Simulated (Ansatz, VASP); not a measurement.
**Bi in VASP and in Ansatz**

```
Bi
1.0
     2.30291    1.32959    4.00603
    -2.30291    1.32959    4.00603
     0.00000   -2.65917    4.00603
Bi
2
Direct
  0.23389 0.23389 0.23389
  0.76611 0.76611 0.76611
```

Change from the starting cell: volume scaled by 1.04.

Alike in both runs: task single point; functional PBE; k mesh 11 × 11 × 11; occupations fermi-dirac, width 0.03 eV; no spin polarisation.

|  | VASP | Ansatz |
| --- | --- | --- |
| version | VASP 6.6.1 | Ansatz 0.2.0 |
| potentials or method | VASP PAW PBE potentials, release 64 (Bi_d), cutoff 520 eV | all-electron LAPW, scalar-relativistic |

Ansatz gave:

* pressure (GPa): 0.0
* traceless stress, the component that is largest in VASP (GPa): 0.27
* rms of the force components (eV/Å): 0.010

**Question.** Which values does VASP return?

**Answer.** Pressure (GPa): -0.1; traceless stress, the component that is largest in VASP (GPa): 0.27; rms of the force components (eV/Å): 0.013.

Atom by atom the forces differ by 0.003 eV/Å (rms over components). Ansatz ran all-electron here, and VASP with PAW potentials.

Neither program's run includes spin-orbit coupling.
